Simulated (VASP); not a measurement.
# CdGe2P2 (P4/mmm) in VASP: single point with PBE

Aim: the single point of CdGe2P2 with PBE.

Everything below comes from runs of VASP 6.6.1. Logs are shortened: lines on timing, memory, paths and dates and some standing lists are left out, and cuts for length are marked.

## 1. The cell of the first run

Symmetry: P4/mmm, No. 123, tetragonal system. The conventional cell has a = 3.455 Å, b = 3.455 Å, c = 8.488 Å, α = 90.00°, β = 90.00°, γ = 90.00°. Within 4.1 Å of Cd (site symmetry 4/mmm) lie 2 P at 3.15 Å and 8 Ge at 3.33 Å and 4 Cd at 3.45 Å. Within 3.4 Å of Ge (site symmetry 4mm) lie 4 P at 2.60 Å and 4 Cd at 3.33 Å. P (site symmetry 4mm) has 1 P at 2.20 Å and 4 Ge at 2.60 Å within 2.9 Å.

## 2. Single point, PBE

File INCAR:

```
  ALGO = Normal
  EDIFF = 1E-6
  ENCUT = 520
  GGA = PE
  ISIF = 2
  ISMEAR = 0
  LASPH = T
  LCHARG = F
  LREAL = F
  LWAVE = F
  NBANDS = 61
  NELM = 60
  PREC = Accurate
  SIGMA = 0.2
```

File KPOINTS:

```
k-points
0
Gamma
  6 6 2
```

File POSCAR:

```
CdGe2P2
1.0
    3.4546436239      0.0000000000      0.0000000000
    0.0000000000      3.4546436239      0.0000000000
    0.0000000000      0.0000000000     16.9766414170
Cd Ge P
2 4 4
Direct
    0.0000000000      1.0000000000      0.0000000000
    0.0000000000      1.0000000000      0.5000000000
    0.5000000000      0.5000000000      0.3664748564
    0.5000000000      0.5000000000      0.8664748564
    0.5000000000      0.5000000000      0.1335251436
    0.5000000000      0.5000000000      0.6335251436
    1.0000000000      0.0000000000      0.1853073211
    1.0000000000      0.0000000000      0.6853073211
    1.0000000000      0.0000000000      0.3146926789
    1.0000000000      0.0000000000      0.8146926789
```

Potentials or basis: VASP PAW PBE potentials, release 64 (Cd, Ge_d, P).

Command:

```sh
cat potpaw_PBE.64/Cd/POTCAR potpaw_PBE.64/Ge_d/POTCAR potpaw_PBE.64/P/POTCAR > POTCAR
mpirun -np 1 vasp_std > vasp.out
```

OUTCAR:

```text
EDIFF = 1E-6
   ENCUT = 520
   GGA = PE
   ISIF = 2
   ISMEAR = 0
   LASPH = T
   LREAL = F
   NELM = 60
   PREC = Accurate

 ion  position               nearest neighbor table
   1  0.000  0.000  0.000-   7 3.15  10 3.15   4 3.33   5 3.33   4 3.33   5 3.33   4 3.33   5 3.33
                             4 3.33   5 3.33
   2  0.000  0.000  0.500-   8 3.15   9 3.15   3 3.33   6 3.33   3 3.33   6 3.33   3 3.33   6 3.33
                             3 3.33   6 3.33
   3  0.500  0.500  0.366-   9 2.60   9 2.60   9 2.60   9 2.60   2 3.33   2 3.33   2 3.33   2 3.33

   4  0.500  0.500  0.866-  10 2.60  10 2.60  10 2.60  10 2.60   1 3.33   1 3.33   1 3.33   1 3.33

   5  0.500  0.500  0.134-   7 2.60   7 2.60   7 2.60   7 2.60   1 3.33   1 3.33   1 3.33   1 3.33

   6  0.500  0.500  0.634-   8 2.60   8 2.60   8 2.60   8 2.60   2 3.33   2 3.33   2 3.33   2 3.33

   7  0.000  0.000  0.185-   9 2.20   5 2.60   5 2.60   5 2.60   5 2.60   1 3.15
   8  0.000  0.000  0.685-  10 2.20   6 2.60   6 2.60   6 2.60   6 2.60   2 3.15
   9  0.000  0.000  0.315-   7 2.20   3 2.60   3 2.60   3 2.60   3 2.60   2 3.15
  10  0.000  0.000  0.815-   8 2.20   4 2.60   4 2.60   4 2.60   4 2.60   1 3.15

  LATTYP: Found a simple tetragonal cell.
 ALAT       =     3.4546436239
 C/A-ratio  =     4.9141512889

  Lattice vectors:

 A1 = (   3.4546436239,   0.0000000000,   0.0000000000)
 A2 = (   0.0000000000,   3.4546436239,   0.0000000000)
 A3 = (   0.0000000000,   0.0000000000,  16.9766414170)

Analysis of symmetry for initial positions (statically):
=====================================================================
 Subroutine PRICEL returns following result:

  LATTYP: Found a simple tetragonal cell.
 ALAT       =     3.4546436239
 C/A-ratio  =     2.4570756444

  Lattice vectors:

 A1 = (   3.4546436239,   0.0000000000,   0.0000000000)
 A2 = (   0.0000000000,   3.4546436239,   0.0000000000)
 A3 = (   0.0000000000,   0.0000000000,   8.4883207085)

   2 primitive cells build up your supercell.

 Routine SETGRP: Setting up the symmetry group for a
 simple tetragonal supercell.

 Subroutine GETGRP returns: Found 16 space group operations
 (whereof 16 operations were pure point group operations)
 out of a pool of 16 trial point group operations.

The static configuration has the point symmetry D_4h.

Analysis of symmetry for dynamics (positions and initial velocities):
=====================================================================
 Subroutine PRICEL returns following result:

  LATTYP: Found a simple tetragonal cell.
 ALAT       =     3.4546436239
 C/A-ratio  =     2.4570756444

  Lattice vectors:

 A1 = (   3.4546436239,   0.0000000000,   0.0000000000)
 A2 = (   0.0000000000,   3.4546436239,   0.0000000000)
 A3 = (   0.0000000000,   0.0000000000,   8.4883207085)

   2 primitive cells build up your supercell.

 Routine SETGRP: Setting up the symmetry group for a
 simple tetragonal supercell.

 Subroutine GETGRP returns: Found 16 space group operations
 (whereof 16 operations were pure point group operations)
 out of a pool of 16 trial point group operations.

The dynamic configuration has the point symmetry D_4h.

 Subroutine INISYM returns: Found 16 space group operations
 (whereof 16 operations are pure point group operations),
 and found     2 'primitive' translations

----------------------------------------------------------------------------------------

                                     Primitive cell

  volume of cell :     101.3044

  direct lattice vectors                    reciprocal lattice vectors
     3.454643624  0.000000000  0.000000000     0.289465458  0.000000000  0.000000000
     0.000000000  3.454643624  0.000000000     0.000000000  0.289465458  0.000000000
     0.000000000  0.000000000  8.488320708     0.000000000  0.000000000  0.117808932

  length of vectors
     3.454643624  3.454643624  8.488320708     0.289465458  0.289465458  0.117808932

  position of ions in fractional coordinates (direct lattice)
     0.000000000  0.000000000  0.000000000
     0.500000000  0.500000000  0.732949713
     0.500000000  0.500000000  0.267050287
     0.000000000  0.000000000  0.370614642
     0.000000000  0.000000000  0.629385358

  ion indices of the primitive-cell ions
   primitive index   ion index
                 1           1
                 2           4
                 3           5
                 4           7
                 5          10

----------------------------------------------------------------------------------------

 KPOINTS: k-points

Automatic generation of k-mesh.
 Grid dimensions read from file:
 generate k-points for:    6    6    2

 Generating k-lattice:

  Cartesian coordinates                     Fractional coordinates (reciprocal lattice)
     0.048244243  0.000000000  0.000000000     0.166666667  0.000000000  0.000000000
     0.000000000  0.048244243  0.000000000     0.000000000  0.166666667  0.000000000
     0.000000000  0.000000000  0.029452233     0.000000000  0.000000000  0.500000000

  Length of vectors
     0.048244243  0.048244243  0.029452233

  Shift w.r.t. Gamma in fractional coordinates (k-lattice)
     0.000000000  0.000000000  0.000000000

 Subroutine IBZKPT returns following result:
 ===========================================

 Found     20 irreducible k-points:

 Following reciprocal coordinates:
            Coordinates               Weight
  0.000000  0.000000  0.000000      1.000000
  0.166667  0.000000  0.000000      4.000000
  0.333333  0.000000  0.000000      4.000000
  0.500000  0.000000  0.000000      2.000000
  0.166667  0.166667  0.000000      4.000000
  0.333333  0.166667  0.000000      8.000000
[... 12 lines left out ...]
  0.500000  0.333333  0.500000      4.000000
  0.500000  0.500000  0.500000      1.000000
   k-points           NKPTS =     20   k-points in BZ     NKDIM =     20   number of bands    NBANDS=     61
   number of dos      NEDOS =    301   number of ions     NIONS =     10
   total plane-waves  NPLWV =  98784
   dimension x,y,z NGX =    28 NGY =   28 NGZ =  126
   dimension x,y,z NGXF=    56 NGYF=   56 NGZF=  252
   ions per type =               2   4   4
   NGX,Y,Z   is equivalent  to a cutoff of  13.47, 13.47, 12.34 a.u.
   NGXF,Y,Z  is equivalent  to a cutoff of  26.95, 26.95, 24.68 a.u.
 SYSTEM =  unknown system
   PREC   = accura    normal or accurate (medium, high low for compatibility)
   ISTART =      0    job   : 0-new  1-cont  2-samecut
   ICHARG =      2    charge: 1-file 2-atom 10-const
   ISPIN  =      1    spin polarized calculation?
   LNONCOLLINEAR =      F non collinear calculations
   LSORBIT =      F    spin-orbit coupling
   LASPH  =      T    aspherical Exc in radial PAW
   ENCUT  =  520.0 eV  38.22 Ry    6.18 a.u.   6.42  6.42 31.57*2*pi/ulx,y,z
   NELM   =     60;   NELMIN=  2; NELMDL= -5     # of ELM steps
   EDIFF  = 0.1E-05   stopping-criterion for ELM
   LREAL  =      F    real-space projection
   EDIFFG = 0.1E-04   stopping-criterion for IOM
   NSW    =      0    number of steps for IOM
   IBRION =     -1    ionic relax: 0-MD 1-quasi-New 2-CG
   NFREE  =      0    steps in history (QN), initial steepest desc. (CG)
   ISIF   =      2    stress and relaxation
   ISYM   =      2    0-nonsym 1-usesym 2-fastsym
   POTIM  = 0.5000    time-step for ionic-motion
   TEBEG  =    0.0;   TEEND  =   0.0 temperature during run
   PSTRESS=    0.0 pullay stress
   NELECT =     100.0000    total number of electrons
   NUPDOWN=      -1.0000    fix difference up-down
   EMIN   =  10.00;   EMAX   =-10.00  energy-range for DOS
   EFERMI =   0.00;   METHOD = LEGACY
   ISMEAR =     0;   SIGMA  =   0.20  broadening in eV -4-tet -1-fermi 0-gaus
   EFERMI_NEDOS =   21; number of points for ismear=-14 and -15
   IALGO  =     38    algorithm
   IMIX   =      4    mixing-type and parameters
     AMIX     =   0.40;   BMIX     =  1.00
     AMIX_MAG =   1.60;   BMIX_MAG =  1.00
  volume/ion in A,a.u.               =      20.26       136.73
  Fermi-wavevector in a.u.,A,eV,Ry     =   1.293765  2.444861 22.773811  1.673828
  Thomas-Fermi vector in A             =   2.425390
   LORBIT       =      0    0 simple, 1 ext, 2 COOP (PROOUT), +10 PAW based schemes
   GGA     = PE    functional components
   LHFCALC =     F    Hartree Fock is set to
   AEXX    =    0.0000 exact exchange contribution
   IVDW    =     0    specifies the selected vdW correction
   LEPSILON=     F    determine dielectric tensor
   LRPA    =     F    only Hartree local field effects (RPA)
 non-spin polarized calculation
 Gauss-broadening in eV      SIGMA  =   0.20
  energy-cutoff  :      520.00
  volume of cell :      202.61
 maximum number of plane-waves:      5496
 NGX is ok and might be reduce to    28
   NGX = 13   NGY = 13   NGZ = 63

 number of electron     100.0000055 magnetization

 Free energy of the ion-electron system (eV)
  ---------------------------------------------------
  ext. energy  EPLUGINS =         0.00000000
  ---------------------------------------------------
  free energy    TOTEN  =       -38.92756965 eV

  energy without entropy =      -38.80937534  energy(sigma->0) =      -38.86847250

 E-fermi :   5.3014     XC(G=0): -10.4778

 val. band max:        5.2769927660   @ k =   0.5000   0.5000   0.0000
 cond. band min:       5.3107224391   @ k =   0.3333   0.0000   0.0000
 fundamental gap:      0.0337296731
 Fermi energy:         5.3013650417

 k-point     1 :       0.0000    0.0000    0.0000
  band No.  band energies     occupation
      1     -19.3945      2.00000
      2     -19.3945      2.00000
      3     -19.3943      2.00000
      4     -19.3943      2.00000
      5     -19.3801      2.00000
      6     -19.3801      2.00000
[... 53 lines left out ...]
     60      10.0803      0.00000
     61      10.1093      0.00000

 k-point     2 :       0.1667    0.0000    0.0000
  band No.  band energies     occupation
      1     -19.3904      2.00000
      2     -19.3903      2.00000
      3     -19.3902      2.00000
      4     -19.3901      2.00000
      5     -19.3827      2.00000
      6     -19.3826      2.00000
[... 1150 lines left out ...]
      5     -19.3743      2.00000
      6     -19.3743      2.00000
[... 53 lines left out ...]
     60       8.0800      0.00000
     61       8.0800      0.00000

------------------------ aborting loop because EDIFF is reached ----------------------------------------

  FORCE on cell =-STRESS in cart. coord.  units (eV):
  Direction    XX          YY          ZZ          XY          YZ          ZX
  --------------------------------------------------------------------------------------
  -------------------------------------------------------------------------------------
  Total        0.5099177      0.5099177     -0.2963433      0.0000000     -0.0000000      0.0000000
  in kB        4.0322956      4.0322956     -2.3434053      0.0000000     -0.0000000      0.0000000
  external PRESSURE =       1.9070620 kB  Pullay stress =       0.0000000 kB

 VOLUME and BASIS-vectors are now :
 -----------------------------------------------------------------------------
  energy-cutoff  :      520.00
  volume of cell :      202.61
      direct lattice vectors                 reciprocal lattice vectors
     3.454643624  0.000000000  0.000000000     0.289465458  0.000000000  0.000000000
     0.000000000  3.454643624  0.000000000     0.000000000  0.289465458  0.000000000
     0.000000000  0.000000000 16.976641417     0.000000000  0.000000000  0.058904466

 POSITION                                       TOTAL-FORCE (eV/Angst)
 -----------------------------------------------------------------------------------
      0.00000      0.00000      0.00000         0.000000     -0.000000      0.000000
      0.00000      0.00000      8.48832         0.000000     -0.000000      0.000000
      1.72732      1.72732      6.22151         0.000000      0.000000     -0.020772
      1.72732      1.72732     14.70983         0.000000     -0.000000     -0.020772
      1.72732      1.72732      2.26681        -0.000000      0.000000      0.020772
      1.72732      1.72732     10.75513        -0.000000      0.000000      0.020772
      0.00000      0.00000      3.14590         0.000000     -0.000000      0.034656
      0.00000      0.00000     11.63422         0.000000     -0.000000      0.034656
      0.00000      0.00000      5.34242         0.000000     -0.000000     -0.034656
      0.00000      0.00000     13.83075         0.000000     -0.000000     -0.034656
 -----------------------------------------------------------------------------------
    total drift:                                0.000000      0.000000      0.000000

  FREE ENERGIE OF THE ION-ELECTRON SYSTEM (eV)
  ---------------------------------------------------
  free  energy   TOTEN  =       -38.9275696532 eV

  energy  without entropy=      -38.8093753446  energy(sigma->0) =      -38.86847250
```

Run time: 2.8 min. Hardware: 1 thread of Intel Xeon Platinum 8488C (Sapphire Rapids), shared host; peak memory 0.42 GiB.

Results:

```yaml
Free_energy: -38.9276 eV
Pressure: 0.2 GPa
Largest_force: 0.035 eV/Å
Band_gap_on_the_k_mesh: zero (band 50 reaches 6.77 eV, above the bottom of band 51 at 4.49 eV)
```

Forces on the atoms (eV/Å):
```
Cd   0.000  0.000  0.000
Cd   0.000  0.000  0.000
Ge   0.000  0.000 -0.021
Ge   0.000  0.000 -0.021
Ge   0.000  0.000  0.021
Ge   0.000  0.000  0.021
P    0.000  0.000  0.035
P    0.000  0.000  0.035
P    0.000  0.000 -0.035
P    0.000  0.000 -0.035
```

Stress tensor (GPa, compression positive):
```
 0.40  0.00  0.00
 0.00  0.40  0.00
 0.00  0.00 -0.23
```
